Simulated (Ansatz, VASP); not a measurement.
## Si3C in VASP and in Ansatz

```
Si C
1.0
     2.51279    0.00000    0.00000
     0.00000    2.79967    0.00000
     0.00000    0.00000    7.36136
Si C
3 1
Direct
  0.00000 0.50000 0.18160
  0.00000 0.00000 0.50000
  0.00000 0.50000 0.81840
  0.00000 0.00000 0.00000
```

Change from the starting cell: species swapped into the Sn3Pb type (Pmmm, No. 47).

Alike in both runs: functional PBE; k mesh 6 × 6 × 2; occupations gaussian, width 0.1 eV; no spin polarisation.

Ansatz relaxed the structure, and its values are those at the end. VASP's run is a single point on that final structure, the one shown.

|  | VASP | Ansatz |
| --- | --- | --- |
| version | VASP 6.6.1 | Ansatz 0.2.0 |
| potentials or method | VASP PAW PBE potentials, release 64 (Si, C), cutoff 520 eV | scalar-relativistic, plane waves, PAW |
| valence electrons in the cell | 16 | 16 |

|  | VASP | Ansatz | Ansatz less VASP |
| --- | --- | --- | --- |
| gap on the k mesh at the Fermi level (eV) | none | none | - |
| pressure (GPa) | 0.1 | 0.1 | +0.03 |

A gap of «none» marks a metal or a gap that the smearing closes. The functional is the same, so the differences come from potentials, cutoffs and numerics.

The k mesh is coarse, so the values compare programs but aren't converged.
